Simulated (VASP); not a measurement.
# H: single point with LDA

H:

```
CELL_PARAMETERS angstrom
2.51716 0.00000 0.00000
0.00000 2.51716 0.00000
0.00000 0.00000 0.95598
ATOMIC_POSITIONS crystal
H 0.00000 0.00000 0.50000
```

This cell differs from its parent crystal: strain -0.050 along x and y, -0.025 along z.

```json
{
 "Program": "VASP 6.6.1",
 "Task": "single point",
 "Functional": "LDA",
 "Potentials or basis": "VASP PAW LDA potentials, release 64 (H)",
 "Cutoff": "520 eV",
 "k mesh": "10 × 10 × 26",
 "Occupations": "gaussian, width 0.05 eV",
 "Spin": "no spin polarisation",
 "Dipole correction": "no",
 "Further INCAR settings": "ALGO = Normal; EDIFF = 1e-06; NBANDS = 6"
}
```

- Pressure: 5.1 GPa

Stress tensor (GPa, compression positive):
```
 0.45  0.00  0.00
 0.00  0.45  0.00
 0.00  0.00 14.44
```

Levels at points of the mesh, in eV from the Fermi level:
```csv
k point,band 1,band 2,band 3
"(0.00, 0.00, 0.00)",-11.94,10.22,16.62
"(0.50, 0.00, 0.00)",-10.02,1.74,17.52
"(0.50, 0.50, 0.00)",-8.50,6.18,6.18
"(0.00, 0.00, 0.50)",25.42,32.34,49.06
"(0.50, 0.00, 0.50)",26.64,35.23,42.73
"(0.50, 0.50, 0.50)",27.61,37.65,47.08
```

Wall time 5.9 s on 1 thread of Intel(R) Xeon(R) 6975P-C (Granite Rapids) (shared host), peak memory 0.11 GiB.

Caveat: the cell differs from its parent crystal (strain -0.050 along x and y, -0.025 along z).
